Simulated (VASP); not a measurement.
# Cu (Fm-3m) in VASP: notebook

Runs on Cu. Level: PBEsol. Tasks: single point.

Program: VASP 6.6.1. These are calculated values, not measurements. Logs are shortened: lines on timing, memory, paths and dates and some standing lists are left out, and cuts for length are marked.

### 1 The cell of the first run

Symmetry: Fm-3m, No. 225, cubic system. The conventional cell has a = 3.709 Å, b = 3.709 Å, c = 3.709 Å, α = 90.00°, β = 90.00°, γ = 90.00°. Within 3.5 Å of Cu (site symmetry m-3m) lie 12 Cu at 2.62 Å.

### 2 Single point, PBEsol

Contents of INCAR:

```
PREC = Accurate ; ENCUT = 520
EDIFF = 1E-7 ; ISMEAR = -1
SIGMA = 0.1 ; LREAL = False
LASPH = True ; NELM = 60
ALGO = Normal ; ISIF = 2
LWAVE = False ; LCHARG = True
GGA = PS ; LELF = True
LVHAR = True ; NBANDS = 12
```

Contents of KPOINTS:

```
regular mesh
0
Gamma
  14 14 14
```

Contents of POSCAR:

```
Cu
1.0
    0.0000000000      1.8544689142      1.8544689142
    1.8544689142      0.0000000000      1.8544689142
    1.8544689142      1.8544689142      0.0000000000
Cu
1
Direct
    0.0000000000      0.0000000000      0.0000000000
```

Potentials or basis: VASP PAW PBE potentials, release 64 (Cu).

Run with:

```
$ cat potpaw_PBE.64/Cu/POTCAR > POTCAR
$ mpirun -np 1 vasp_std > vasp.out
```

OUTCAR:

```text
PREC = Accurate
   ENCUT = 520
   EDIFF = 1E-7
   ISMEAR = -1
   LREAL = False
   LASPH = True
   NELM = 60
   ISIF = 2
   GGA = PS

 ion  position               nearest neighbor table
   1  0.000  0.000  0.000-

  LATTYP: Found a face centered cubic cell.
 ALAT       =     3.7089378284

  Lattice vectors:

 A1 = (   0.0000000000,   1.8544689142,   1.8544689142)
 A2 = (   1.8544689142,   0.0000000000,   1.8544689142)
 A3 = (   1.8544689142,   1.8544689142,   0.0000000000)

Analysis of symmetry for initial positions (statically):
=====================================================================
 Subroutine PRICEL returns:
 Original cell was already a primitive cell.

 Routine SETGRP: Setting up the symmetry group for a
 face centered cubic supercell.

 Subroutine GETGRP returns: Found 48 space group operations
 (whereof 48 operations were pure point group operations)
 out of a pool of 48 trial point group operations.

The static configuration has the point symmetry O_h .

Analysis of symmetry for dynamics (positions and initial velocities):
=====================================================================
 Subroutine PRICEL returns:
 Original cell was already a primitive cell.

 Routine SETGRP: Setting up the symmetry group for a
 face centered cubic supercell.

 Subroutine GETGRP returns: Found 48 space group operations
 (whereof 48 operations were pure point group operations)
 out of a pool of 48 trial point group operations.

The dynamic configuration has the point symmetry O_h .

 Subroutine INISYM returns: Found 48 space group operations
 (whereof 48 operations are pure point group operations),
 and found     1 'primitive' translations

----------------------------------------------------------------------------------------

                                     Primitive cell

  volume of cell :      12.7552

  direct lattice vectors                    reciprocal lattice vectors
     0.000000000  1.854468914  1.854468914    -0.269618971  0.269618971  0.269618971
     1.854468914  0.000000000  1.854468914     0.269618971 -0.269618971  0.269618971
     1.854468914  1.854468914  0.000000000     0.269618971  0.269618971 -0.269618971

  length of vectors
     2.622615089  2.622615089  2.622615089     0.466993756  0.466993756  0.466993756

  position of ions in fractional coordinates (direct lattice)
[... 82 lines left out ...]
   NFREE  =      0    steps in history (QN), initial steepest desc. (CG)
   ISIF   =      2    stress and relaxation
   ISYM   =      2    0-nonsym 1-usesym 2-fastsym
   POTIM  = 0.5000    time-step for ionic-motion
   TEBEG  =    0.0;   TEEND  =   0.0 temperature during run
   PSTRESS=    0.0 pullay stress
   NELECT =      11.0000    total number of electrons
   NUPDOWN=      -1.0000    fix difference up-down
   EMIN   =  10.00;   EMAX   =-10.00  energy-range for DOS
   EFERMI =   0.00;   METHOD = LEGACY
   ISMEAR =    -1;   SIGMA  =   0.10  broadening in eV -4-tet -1-fermi 0-gaus
   EFERMI_NEDOS =   21; number of points for ismear=-14 and -15
   IALGO  =     38    algorithm
   IMIX   =      4    mixing-type and parameters
     AMIX     =   0.40;   BMIX     =  1.00
     AMIX_MAG =   1.60;   BMIX_MAG =  1.00
  volume/ion in A,a.u.               =      12.76        86.08
  Fermi-wavevector in a.u.,A,eV,Ry     =   1.558270  2.944704 33.037759  2.428207
  Thomas-Fermi vector in A             =   2.661799
   LORBIT       =      0    0 simple, 1 ext, 2 COOP (PROOUT), +10 PAW based schemes
   GGA     = PS    functional components
   LHFCALC =     F    Hartree Fock is set to
   AEXX    =    0.0000 exact exchange contribution
   IVDW    =     0    specifies the selected vdW correction
   LEPSILON=     F    determine dielectric tensor
   LRPA    =     F    only Hartree local field effects (RPA)
 non-spin polarized calculation
  energy-cutoff  :      520.00
  volume of cell :       12.76
 maximum number of plane-waves:       351
   NGX =  9   NGY =  9   NGZ =  9

 number of electron      10.9999993 magnetization

 Free energy of the ion-electron system (eV)
  ---------------------------------------------------
  ext. energy  EPLUGINS =         0.00000000
  ---------------------------------------------------
  free energy    TOTEN  =        -4.24492019 eV

  energy without entropy =       -4.23428743  energy(sigma->0) =       -4.23960381

 E-fermi :   6.4281     XC(G=0): -12.4654

 val. band max:        6.3189706635   @ k =   0.5000   0.2857   0.1429
 cond. band min:       6.4662448224   @ k =   0.5000   0.2143   0.0714
 fundamental gap:      0.1472741588
 Fermi energy:         6.4281187613

 k-point     1 :       0.0000    0.0000    0.0000
  band No.  band energies     occupation
      1      -2.3290      2.00000
      2       3.6844      2.00000
      3       3.6844      2.00000
      4       3.6844      2.00000
      5       4.4227      2.00000
      6       4.4227      2.00000
      7      28.4496      0.00000
      8      30.4786      0.00000
      9      30.4786      0.00000
     10      30.4786      0.00000
     11      32.9211      0.00000
     12      32.9211      0.00000
[... 331 lines left out ...]
 k-point    24 :       0.2857    0.1429    0.0000
  band No.  band energies     occupation
      1       0.0709      2.00000
      2       3.2298      2.00000
      3       3.8238      2.00000
      4       4.0222      2.00000
      5       4.4442      2.00000
      6       4.6699      2.00000
      7      19.3127      0.00000
      8      24.2482      0.00000
      9      25.8855      0.00000
     10      27.2217      0.00000
     11      31.4924      0.00000
     12      36.4777      0.00000

 [... further k-points ...]

------------------------ aborting loop because EDIFF is reached ----------------------------------------

  FORCE on cell =-STRESS in cart. coord.  units (eV):
  Direction    XX          YY          ZZ          XY          YZ          ZX
  --------------------------------------------------------------------------------------
  -------------------------------------------------------------------------------------
  Total       -1.1326118     -1.1326118     -1.1326118      0.0000000      0.0000000      0.0000000
  in kB     -142.2666110   -142.2666110   -142.2666110      0.0000000      0.0000000      0.0000000
  external PRESSURE =    -142.2666110 kB  Pullay stress =       0.0000000 kB

 VOLUME and BASIS-vectors are now :
 -----------------------------------------------------------------------------
  energy-cutoff  :      520.00
  volume of cell :       12.76
      direct lattice vectors                 reciprocal lattice vectors
     0.000000000  1.854468914  1.854468914    -0.269618971  0.269618971  0.269618971
     1.854468914  0.000000000  1.854468914     0.269618971 -0.269618971  0.269618971
     1.854468914  1.854468914  0.000000000     0.269618971  0.269618971 -0.269618971

 POSITION                                       TOTAL-FORCE (eV/Angst)
 -----------------------------------------------------------------------------------
      0.00000      0.00000      0.00000         0.000000      0.000000     -0.000000
 -----------------------------------------------------------------------------------
    total drift:                                0.000000     -0.000000     -0.000000

  FREE ENERGIE OF THE ION-ELECTRON SYSTEM (eV)
  ---------------------------------------------------
  free  energy   TOTEN  =        -4.2449201889 eV

  energy  without entropy=       -4.2342874331  energy(sigma->0) =       -4.23960381
```

OSZICAR:

```text
N       E                     dE             d eps       ncg     rms          rms(c)
DAV:   1     0.430375122778E+02    0.43038E+02   -0.53492E+03  2744   0.147E+03
DAV:   2    -0.379363712574E+01   -0.46831E+02   -0.43321E+02  2536   0.205E+02
DAV:   3    -0.527853860396E+01   -0.14849E+01   -0.14594E+01  2972   0.412E+01
DAV:   4    -0.528833645809E+01   -0.97979E-02   -0.97964E-02  2856   0.300E+00
DAV:   5    -0.528842842360E+01   -0.91966E-04   -0.91965E-04  3040   0.299E-01    0.827E+00
DAV:   6    -0.478968546092E+01    0.49874E+00   -0.18910E+01  2952   0.805E+01    0.488E+00
DAV:   7    -0.425582527287E+01    0.53386E+00   -0.31199E+00  2964   0.330E+01    0.456E-01
DAV:   8    -0.424774026792E+01    0.80850E-02   -0.11718E-02  3144   0.214E+00    0.400E-01
DAV:   9    -0.424491964115E+01    0.28206E-02   -0.17561E-02  3016   0.222E+00    0.319E-02
DAV:  10    -0.424491867039E+01    0.97076E-06   -0.73289E-05  3740   0.145E-01    0.667E-03
DAV:  11    -0.424492024517E+01   -0.15748E-05   -0.59163E-07  3028   0.118E-02    0.908E-04
DAV:  12    -0.424492018893E+01    0.56242E-07   -0.61335E-08  1768   0.422E-03
   1 F= -.42449202E+01 E0= -.42396038E+01  d E =-.106328E-01
```

Wall time 7 s (1 thread of Intel Xeon 6975P-C (Granite Rapids), shared host); peak memory 0.13 GiB.

What came out:

| Quantity | Value |
| --- | --- |
| Free energy | -4.2449 eV |
| Pressure | -14.2 GPa |

Levels at points of the mesh, in eV from the Fermi level:
| k point | band 4 | band 5 | band 6 | band 7 | band 8 | band 9 |
| --- | --- | --- | --- | --- | --- | --- |
| (0.00, 0.00, 0.00) | -2.74 | -2.01 | -2.01 | 22.02 | 24.05 | 24.05 |
| (0.50, 0.00, 0.00) | -1.50 | -1.50 | -0.76 | 3.43 | 20.55 | 20.91 |
| (0.50, 0.50, 0.00) | -1.38 | -1.38 | 1.57 | 6.63 | 12.51 | 12.51 |

Caveat: the PAW data sets were made with another functional, which shifts forces and pressure a little.

### 3 Single point, PBEsol

This run uses another cell than the first one, of 13.23 Å³/atom, 1.037 times its volume.

Contents of INCAR:

```
SYSTEM = Cu
PREC     = Accurate       ! precision mode
ENCUT    = 520            ! plane-wave cutoff, eV
EDIFF    = 1E-6           ! SCF threshold, eV
ISMEAR   = -1             ! smearing method
SIGMA    = 0.1            ! smearing width, eV
LREAL    = .FALSE.        ! projectors in reciprocal space
LASPH    = .TRUE.         ! aspherical terms in the spheres
NELM     = 80             ! most SCF steps
ALGO     = Normal         ! electronic algorithm
ISIF     = 2              ! what is computed and relaxed
LWAVE    = .FALSE.        ! write WAVECAR
LCHARG   = .TRUE.         ! write CHGCAR
GGA      = PS             ! functional
LELF     = .TRUE.         ! ELF
LVHAR    = .TRUE.       
NBANDS   = 12             ! bands
```

Contents of KPOINTS:

```
regular mesh
0
G
  14 14 14
  0 0 0
```

Contents of POSCAR:

```
Cu
1.0
    0.0000000000      1.8770866178      1.8770866178
    1.8770866178      0.0000000000      1.8770866178
    1.8770866178      1.8770866178      0.0000000000
Cu
1
Direct
    0.0000000000      0.0000000000      0.0000000000
```

Potentials or basis: VASP PAW PBE potentials, release 64 (Cu).

Run with:

```
$ cat potpaw_PBE.64/Cu/POTCAR > POTCAR
$ mpirun -np 1 vasp_std > vasp.out
```

Run time: 6.5 s. Hardware: 1 thread of Intel Xeon 6975P-C (Granite Rapids), shared host; peak memory 0.12 GiB.

The run converged. Its results:

```
Free energy : -4.1989 eV
Pressure    : -17.1 GPa
```

Levels at points of the mesh, in eV from the Fermi level:
| k point | band 3 | band 4 | band 5 | band 6 | band 7 | band 8 | band 9 | band 10 |
| --- | --- | --- | --- | --- | --- | --- | --- | --- |
| (0.00, 0.00, 0.00) | -2.64 | -2.64 | -1.94 | -1.94 | 21.73 | 23.49 | 23.49 | 23.49 |
| (0.50, 0.00, 0.00) | -2.66 | -1.47 | -1.47 | -0.65 | 3.27 | 20.28 | 20.38 | 20.38 |
| (0.50, 0.50, 0.00) | -1.48 | -1.35 | -1.35 | 1.61 | 6.40 | 12.25 | 12.25 | 16.50 |

Caveat: the PAW data sets were made with another functional, which shifts forces and pressure a little.
